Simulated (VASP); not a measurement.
Input of a VASP 6.6.1 run:

File INCAR:

```
PREC = Accurate
ENCUT = 500
EDIFF = 1E-6
ISMEAR = 0
SIGMA = 0.1
LREAL = F
LASPH = T
NELM = 200
ALGO = Normal
ISIF = 2
LWAVE = F
LCHARG = F
GGA = PE
NBANDS = 29
GGA_COMPAT = F
LMAXMIX = 6
```

File KPOINTS:

```
Automatic mesh
0
Gamma
  4 4 4
```

The input POSCAR:

```
BaNd
1.0
    0.0000000000      4.0183543300      4.0183543300
    4.0183543300      0.0000000000      4.0183543300
    4.0183543300      4.0183543300      0.0000000000
Ba Nd
2 2
Direct
    0.5000000000      0.5000000000      0.5000000000
    0.7500000000      0.7500000000      0.7500000000
    0.0000000000      0.0000000000      0.0000000000
    0.2500000000      0.2500000000      0.2500000000
```

Potentials or basis: VASP PAW PBE potentials, release 64 (Ba_sv, Nd_3), 4f in core.

The run is started by

```bash
$ cat potpaw_PBE.64/Ba_sv/POTCAR potpaw_PBE.64/Nd_3/POTCAR > POTCAR
$ mpirun -np 1 vasp_std > vasp.out
```

(1) Estimate the band gap on the k mesh.

(2) Estimate the pressure.

Answers

(1) zero (bands 21 and 22 overlap by 0.84 eV).

(2) 10.9 GPa.

Caveat: the cell stands under pressure; spin-orbit coupling is left out, which moves the levels of the heavy elements; the 4f electrons are frozen in the core, so they carry no moment and show no levels.
